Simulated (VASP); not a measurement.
# AlNi (Pm-3m) in VASP: further runs

Aim: see how the results for AlNi move with the level of theory and the settings. Levels: PBE+D4, PBE, revPBE. Tasks: relaxation of cell and atoms, single point.

Program: VASP 6.6.1. These are calculated values, not measurements. Logs are shortened: lines on timing, memory, paths and dates and some standing lists are left out, and cuts for length are marked.

### Step 1. The cell of the first run

The structure is cubic, space group Pm-3m (No. 221). The conventional cell has a = 2.881 Å, b = 2.881 Å, c = 2.881 Å, α = 90.00°, β = 90.00°, γ = 90.00°. Ni (site symmetry m-3m) has 8 Al at 2.50 Å and 6 Ni at 2.88 Å within 3.3 Å. Within 3.3 Å of Al (site symmetry m-3m) lie 8 Ni at 2.50 Å and 6 Al at 2.88 Å.

### Step 2. Relaxation of cell and atoms, PBE+D4, collinear spin, ferromagnetic start

Contents of INCAR:

```
SYSTEM = AlNi
PREC     = Accurate       ! precision mode
ENCUT    = 600            ! plane-wave cutoff, eV
EDIFF    = 1E-6           ! SCF threshold, eV
ISMEAR   = -1             ! smearing method
SIGMA    = 0.05           ! smearing width, eV
LREAL    = .False.        ! projectors in reciprocal space
LASPH    = .True.         ! aspherical terms in the spheres
NELM     = 150            ! most SCF steps
ALGO     = Normal         ! electronic algorithm
ISIF     = 3              ! what is computed and relaxed
LWAVE    = .False.        ! write WAVECAR
LCHARG   = .False.        ! write CHGCAR
ISPIN    = 2              ! spin polarisation
MAGMOM   = 1 0            ! initial moments
LORBIT   = 11             ! projections on sites
LMAXMIX  = 4              ! l up to which the mixer works
GGA      = PE             ! functional
IVDW     = 13             ! dispersion correction
IBRION   = 2              ! ionic algorithm
NSW      = 80             ! ionic steps
EDIFFG   = -0.01          ! ionic threshold
```

Contents of KPOINTS:

```
regular mesh
0
Gamma
  9 9 9
  0 0 0
```

Contents of POSCAR:

```
AlNi
1.0
    2.8810000000      0.0000000000      0.0000000000
    0.0000000000      2.8810000000      0.0000000000
    0.0000000000      0.0000000000      2.8810000000
Ni Al
1 1
Direct
    0.5000000000      0.5000000000      0.5000000000
    0.0000000000      0.0000000000      0.0000000000
```

Potentials or basis: VASP PAW PBE potentials, release 64 (Ni, Al).

The run is started by

```sh
$ cat potpaw_PBE.64/Ni/POTCAR potpaw_PBE.64/Al/POTCAR > POTCAR
$ mpirun -np 1 vasp_std > vasp.out
```

OUTCAR:

```text
SYSTEM = AlNi
   PREC = Accurate
   ENCUT = 600
   EDIFF = 1E-6
   ISMEAR = -1
   LREAL = .False.
   LASPH = .True.
   NELM = 150
   ISIF = 3
   ISPIN = 2
   LORBIT = 11
   GGA = PE
   IVDW = 13
   IBRION = 2
   NSW = 80
   EDIFFG = -0.01

 ion  position               nearest neighbor table
   1  0.500  0.500  0.500-   2 2.50   2 2.50   2 2.50   2 2.50   2 2.50   2 2.50   2 2.50   2 2.50

   2  0.000  0.000  0.000-   1 2.50   1 2.50   1 2.50   1 2.50   1 2.50   1 2.50   1 2.50   1 2.50

  LATTYP: Found a simple cubic cell.
 ALAT       =     2.8810000000

  Lattice vectors:

 A1 = (   2.8810000000,   0.0000000000,   0.0000000000)
 A2 = (   0.0000000000,   2.8810000000,   0.0000000000)
 A3 = (   0.0000000000,   0.0000000000,   2.8810000000)

Analysis of symmetry for initial positions (statically):
=====================================================================
 Subroutine PRICEL returns:
 Original cell was already a primitive cell.

 Routine SETGRP: Setting up the symmetry group for a
 simple cubic supercell.

 Subroutine GETGRP returns: Found 48 space group operations
 (whereof 48 operations were pure point group operations)
 out of a pool of 48 trial point group operations.

The static configuration has the point symmetry O_h .

Analysis of symmetry for dynamics (positions and initial velocities):
=====================================================================
 Subroutine PRICEL returns:
 Original cell was already a primitive cell.

 Routine SETGRP: Setting up the symmetry group for a
 simple cubic supercell.

 Subroutine GETGRP returns: Found 48 space group operations
 (whereof 48 operations were pure point group operations)
 out of a pool of 48 trial point group operations.

The dynamic configuration has the point symmetry O_h .

Analysis of structural, dynamic, and magnetic symmetry:
=====================================================================
 Subroutine PRICEL returns:
 Original cell was already a primitive cell.

 Routine SETGRP: Setting up the symmetry group for a
 simple cubic supercell.

 Subroutine GETGRP returns: Found 48 space group operations
 (whereof 48 operations were pure point group operations)
 out of a pool of 48 trial point group operations.

The overall configuration has the point symmetry O_h .

 Subroutine INISYM returns: Found 48 space group operations
 (whereof 48 operations are pure point group operations),
 and found     1 'primitive' translations

----------------------------------------------------------------------------------------

                                     Primitive cell

  volume of cell :      23.9128

  direct lattice vectors                    reciprocal lattice vectors
     2.881000000  0.000000000  0.000000000     0.347101701  0.000000000  0.000000000
     0.000000000  2.881000000  0.000000000     0.000000000  0.347101701  0.000000000
     0.000000000  0.000000000  2.881000000     0.000000000  0.000000000  0.347101701

  length of vectors
     2.881000000  2.881000000  2.881000000     0.347101701  0.347101701  0.347101701

  position of ions in fractional coordinates (direct lattice)
     0.500000000  0.500000000  0.500000000
     0.000000000  0.000000000  0.000000000

  ion indices of the primitive-cell ions
   primitive index   ion index
                 1           1
                 2           2

----------------------------------------------------------------------------------------

 KPOINTS: regular mesh

Automatic generation of k-mesh.
 Grid dimensions read from file:
 generate k-points for:    9    9    9

 Generating k-lattice:

  Cartesian coordinates                     Fractional coordinates (reciprocal lattice)
     0.038566856  0.000000000  0.000000000     0.111111111  0.000000000  0.000000000
     0.000000000  0.038566856  0.000000000     0.000000000  0.111111111  0.000000000
     0.000000000  0.000000000  0.038566856     0.000000000  0.000000000  0.111111111

  Length of vectors
     0.038566856  0.038566856  0.038566856

  Shift w.r.t. Gamma in fractional coordinates (k-lattice)
     0.000000000  0.000000000  0.000000000

 Subroutine IBZKPT returns following result:
 ===========================================

 Found     35 irreducible k-points:

 Following reciprocal coordinates:
            Coordinates               Weight
  0.000000  0.000000  0.000000      1.000000
  0.111111  0.000000  0.000000      6.000000
  0.222222  0.000000  0.000000      6.000000
  0.333333  0.000000  0.000000      6.000000
  0.444444  0.000000  0.000000      6.000000
  0.111111  0.111111  0.000000     12.000000
[... 16 lines left out ...]
  0.333333  0.333333  0.111111     24.000000
  0.444444  0.333333  0.111111     48.000000
 [... further k-points ...]
   k-points           NKPTS =     35   k-points in BZ     NKDIM =     35   number of bands    NBANDS=     11
   number of dos      NEDOS =    301   number of ions     NIONS =      2
   total plane-waves  NPLWV =  13824
   dimension x,y,z NGX =    24 NGY =   24 NGZ =   24
   dimension x,y,z NGXF=    48 NGYF=   48 NGZF=   48
   ions per type =               1   1
   NGX,Y,Z   is equivalent  to a cutoff of  13.85, 13.85, 13.85 a.u.
   NGXF,Y,Z  is equivalent  to a cutoff of  27.70, 27.70, 27.70 a.u.
 SYSTEM =  AlNi
   PREC   = accura    normal or accurate (medium, high low for compatibility)
   ISTART =      0    job   : 0-new  1-cont  2-samecut
   ICHARG =      2    charge: 1-file 2-atom 10-const
   ISPIN  =      2    spin polarized calculation?
   LNONCOLLINEAR =      F non collinear calculations
   LSORBIT =      F    spin-orbit coupling
   LASPH  =      T    aspherical Exc in radial PAW
   ENCUT  =  600.0 eV  44.10 Ry    6.64 a.u.   5.75  5.75  5.75*2*pi/ulx,y,z
   NELM   =    150;   NELMIN=  2; NELMDL= -5     # of ELM steps
   EDIFF  = 0.1E-05   stopping-criterion for ELM
   LREAL  =      F    real-space projection
   EDIFFG = -.1E-01   stopping-criterion for IOM
   NSW    =     80    number of steps for IOM
   IBRION =      2    ionic relax: 0-MD 1-quasi-New 2-CG
   NFREE  =      1    steps in history (QN), initial steepest desc. (CG)
   ISIF   =      3    stress and relaxation
   ISYM   =      2    0-nonsym 1-usesym 2-fastsym
   POTIM  = 0.5000    time-step for ionic-motion
   TEBEG  =    0.0;   TEEND  =   0.0 temperature during run
   PSTRESS=    0.0 pullay stress
   NELECT =      13.0000    total number of electrons
   NUPDOWN=      -1.0000    fix difference up-down
   EMIN   =  10.00;   EMAX   =-10.00  energy-range for DOS
   EFERMI =   0.00;   METHOD = LEGACY
   ISMEAR =    -1;   SIGMA  =   0.05  broadening in eV -4-tet -1-fermi 0-gaus
   EFERMI_NEDOS =   21; number of points for ismear=-14 and -15
   IALGO  =     38    algorithm
   IMIX   =      4    mixing-type and parameters
     AMIX     =   0.40;   BMIX     =  1.00
     AMIX_MAG =   1.60;   BMIX_MAG =  1.00
  volume/ion in A,a.u.               =      11.96        80.69
  Fermi-wavevector in a.u.,A,eV,Ry     =   1.336122  2.524904 24.289410  1.785221
  Thomas-Fermi vector in A             =   2.464773
   LORBIT       =     11    0 simple, 1 ext, 2 COOP (PROOUT), +10 PAW based schemes
   GGA     = PE    functional components
   LHFCALC =     F    Hartree Fock is set to
   AEXX    =    0.0000 exact exchange contribution
   IVDW    =    13    specifies the selected vdW correction
   LEPSILON=     F    determine dielectric tensor
   LRPA    =     F    only Hartree local field effects (RPA)
 conjugate gradient relaxation of ions
 spin polarized calculation
  energy-cutoff  :      600.00
  volume of cell :       23.91
 maximum number of plane-waves:       812
 NGX is ok and might be reduce to    24
   NGX = 11   NGY = 11   NGZ = 11

--------------------------------------- Ionic step        1  -------------------------------------------

 number of electron      13.0000015 magnetization      -0.0324471

 number of electron      13.0000015 magnetization       0.0002423

 Free energy of the ion-electron system (eV)
  ---------------------------------------------------
  ext. energy  EPLUGINS =         0.00000000
  ---------------------------------------------------
  free energy    TOTEN  =       -10.53565333 eV

  energy without entropy =      -10.52901664  energy(sigma->0) =      -10.53233499

------------------------ aborting loop because EDIFF is reached ----------------------------------------

  DFT-D4 for vdW energy calculation

  Edisp (eV):   -0.88167

  FORCE on cell =-STRESS in cart. coord.  units (eV):
  Direction    XX          YY          ZZ          XY          YZ          ZX
  --------------------------------------------------------------------------------------
  -------------------------------------------------------------------------------------
  Total      -0.53188    -0.53188    -0.53188     0.00000    -0.00000     0.00000
  in kB     -35.63673   -35.63673   -35.63673     0.00000    -0.00000     0.00000
  external pressure =      -35.64 kB  Pullay stress =        0.00 kB
[... 65 lines left out ...]
--------------------------------------- Ionic step        3  -------------------------------------------

 number of electron      13.0000010 magnetization      -0.0000005

 number of electron      13.0000010 magnetization       0.0000005

 Free energy of the ion-electron system (eV)
  ---------------------------------------------------
  ext. energy  EPLUGINS =         0.00000000
  ---------------------------------------------------
  free energy    TOTEN  =       -10.52329535 eV

  energy without entropy =      -10.51690110  energy(sigma->0) =      -10.52009822

 E-fermi :  10.3243     XC(G=0): -12.1551

 val. band max:       10.2584622782   @ k =   0.3333   0.1111   0.0000
 cond. band min:      10.3759592233   @ k =   0.3333   0.1111   0.1111
 fundamental gap:      0.1174969451
 Fermi energy:        10.3242786511

 spin component 1

 k-point     1 :       0.0000    0.0000    0.0000
  band No.  band energies     occupation
      1      -0.9801      1.00000
      2       6.9754      1.00000
      3       6.9755      1.00000
      4       8.7193      1.00000
      5       8.7193      1.00000
      6       8.7193      1.00000
      7      15.9136      0.00000
      8      15.9136      0.00000
      9      15.9136      0.00000
     10      18.5126      0.00000
     11      18.5126      0.00000
[... 309 lines left out ...]
 k-point    24 :       0.4444    0.3333    0.1111
  band No.  band energies     occupation
      1       4.1870      1.00000
      2       5.7860      1.00000
      3       7.2258      1.00000
      4       7.7518      1.00000
      5       8.3314      1.00000
      6       8.4851      1.00000
      7       9.7389      0.99999
      8      13.2198      0.00000
      9      14.7062      0.00000
     10      19.4898      0.00000
     11      21.4959      0.00000

 [... further k-points ...]

 spin component 2

 k-point     1 :       0.0000    0.0000    0.0000
  band No.  band energies     occupation
      1      -0.9801      1.00000
      2       6.9754      1.00000
      3       6.9754      1.00000
      4       8.7193      1.00000
      5       8.7193      1.00000
      6       8.7193      1.00000
      7      15.9136      0.00000
      8      15.9136      0.00000
      9      15.9136      0.00000
     10      18.5126      0.00000
     11      18.5126      0.00000
[... 355 lines left out ...]
  FREE ENERGIE OF THE ION-ELECTRON SYSTEM (eV)
  ---------------------------------------------------
  free  energy   TOTEN  =       -11.4232772028 eV

  energy  without entropy=      -11.4168829516  energy(sigma->0) =      -11.42008008

 reached required accuracy - stopping structural energy minimisation

 total charge

# of ion       s       p       d       tot
------------------------------------------
    1        0.484   0.538   8.481   9.503
    2        0.386   0.423   0.000   0.809
--------------------------------------------------
tot          0.870   0.960   8.481  10.312

 magnetization (x)

# of ion       s       p       d       tot
------------------------------------------
    1       -0.000  -0.000  -0.000  -0.000
    2        0.000   0.000   0.000   0.000
--------------------------------------------------
tot         -0.000   0.000  -0.000  -0.000
```

It took 25 s on 1 thread of Intel Xeon Platinum 8488C (Sapphire Rapids), shared host; peak memory 0.16 GiB.

What came out:

```
Free energy                                           : -11.4233 eV
Relaxed volume                                        : 11.70 Å³/atom
Relaxed cell                                          : a = 2.860 Å, b = 2.860 Å, c = 2.860 Å, α = 90.00°, β = 90.00°, γ = 90.00°
Space group after relaxing (to 0.05 Å)                : Pm-3m (No. 221)
Energy gained by relaxing                             : 3.0 meV/atom
Ionic steps                                           : 3
Pressure after relaxing                               : 0.0 GPa
Net moment                                            : 0.00 μB per cell
Valence electrons inside the program's atomic spheres : Ni 9.50; Al 0.81
Dispersion energy per atom                            : -0.450 eV
```

The path:
```csv
step,energy change (eV),largest force (eV/Å),pressure (GPa),volume (Å³)
1,0.0000,0.0000,-3.56,23.91
2,-0.0024,0.0000,3.01,23.00
3,-0.0060,0.0000,0.00,23.39
```

Final structure:
```cif
data_structure
_symmetry_space_group_name_H-M 'P 1'
_symmetry_Int_Tables_number 1
_cell_length_a 2.8599
_cell_length_b 2.8599
_cell_length_c 2.8599
_cell_angle_alpha 90.000
_cell_angle_beta 90.000
_cell_angle_gamma 90.000
_cell_volume 23.39
loop_
_atom_site_label
_atom_site_type_symbol
_atom_site_fract_x
_atom_site_fract_y
_atom_site_fract_z
_atom_site_occupancy
Ni1 Ni 0.50000 0.50000 0.50000 1
Al1 Al 0.00000 0.00000 0.00000 1
```

Caveat: pairwise dispersion overbinds metals, which lowers pressure and volume.

### Step 3. Single point, PBE, collinear spin, ferromagnetic start

Contents of INCAR:

```
SYSTEM = AlNi
PREC = Accurate ; ENCUT = 520
EDIFF = 1E-7 ; ISMEAR = 0
SIGMA = 0.014 ; LREAL = .False.
LASPH = .True. ; NELM = 150
ALGO = Normal ; ISIF = 2
LWAVE = .False. ; LCHARG = .False.
ISPIN = 2 ; MAGMOM = 1 0
LORBIT = 11 ; LMAXMIX = 4
GGA = PE ; NBANDS = 18
```

Contents of KPOINTS:

```
Automatic mesh
0
Gamma
  9 9 9
  0 0 0
```

POSCAR is that of step 2.

Potentials or basis: VASP PAW PBE potentials, release 64 (Ni, Al).

The run is started by

```sh
$ cat potpaw_PBE.64/Ni/POTCAR potpaw_PBE.64/Al/POTCAR > POTCAR
$ mpirun -np 1 vasp_std > vasp.out
```

Run time: 41 s. Hardware: 1 thread of Intel Xeon 8259CL, shared host; peak memory 0.16 GiB.

The run converged. Its results:

```
Free energy                                           : -10.5331 eV
Pressure                                              : 1.9 GPa
Net moment                                            : 0.00 μB per cell
Valence electrons inside the program's atomic spheres : Ni 9.46; Al 0.80
```

Levels at points of the mesh, in eV from the Fermi level:
Spin up:
```csv
k point,band 2,band 3,band 4,band 5,band 6,band 7,band 8,band 9,band 10,band 11
"(0.00, 0.00, 0.00)",-3.26,-3.26,-1.58,-1.58,-1.58,5.47,5.47,5.47,8.10,8.10
```
Spin down:
```tsv
k point	band 3	band 4	band 5	band 6	band 7	band 8	band 9	band 10
(0.00, 0.00, 0.00)	-3.26	-1.58	-1.58	-1.58	5.47	5.47	5.47	8.10
```

### Step 4. Single point, PBE, collinear spin, ferromagnetic start

Contents of INCAR:

```
ALGO     = Normal         # electronic algorithm
EDIFF    = 1E-6           # SCF threshold, eV
ENCUT    = 520            # plane-wave cutoff, eV
GGA      = PE             # functional
ISIF     = 2              # what is computed and relaxed
ISMEAR   = 0              # smearing method
ISPIN    = 2              # spin polarisation
LASPH    = T              # aspherical terms in the spheres
LCHARG   = F              # write CHGCAR
LMAXMIX  = 4              # l up to which the mixer works
LORBIT   = 11             # projections on sites
LREAL    = F              # projectors in reciprocal space
LWAVE    = F              # write WAVECAR
MAGMOM   = 1 0            # initial moments
NBANDS   = 18             # bands
NELM     = 150            # most SCF steps
PREC     = Accurate       # precision mode
SIGMA    = 0.022          # smearing width, eV
```

Contents of KPOINTS:

```
k-points
0
Gamma
  9 9 9
```

POSCAR is that of step 3.

The run is started by

```sh
$ cat potpaw_PBE.64/Ni/POTCAR potpaw_PBE.64/Al/POTCAR > POTCAR
$ mpirun -np 1 vasp_std > vasp.out
```

Run time: 41 s. Hardware: 1 thread of Intel Xeon 8259CL, shared host; peak memory 0.16 GiB.

The run converged. Its results:

- Free energy: -10.5331 eV
- Pressure: 1.9 GPa
- Net moment: 0.00 μB per cell
- Valence electrons inside the program's atomic spheres: Ni 9.46; Al 0.80

Levels at points of the mesh, in eV from the Fermi level:
Spin up:
| k point | band 3 | band 4 | band 5 | band 6 | band 7 | band 8 | band 9 | band 10 |
| --- | --- | --- | --- | --- | --- | --- | --- | --- |
| (0.00, 0.00, 0.00) | -3.25 | -1.57 | -1.57 | -1.57 | 5.49 | 5.49 | 5.49 | 8.11 |
Spin down:
| k point | band 2 | band 3 | band 4 | band 5 | band 6 | band 7 | band 8 | band 9 | band 10 | band 11 |
| --- | --- | --- | --- | --- | --- | --- | --- | --- | --- | --- |
| (0.00, 0.00, 0.00) | -3.25 | -3.25 | -1.57 | -1.57 | -1.57 | 5.49 | 5.49 | 5.49 | 8.11 | 8.11 |

[end of part 1 of 2]
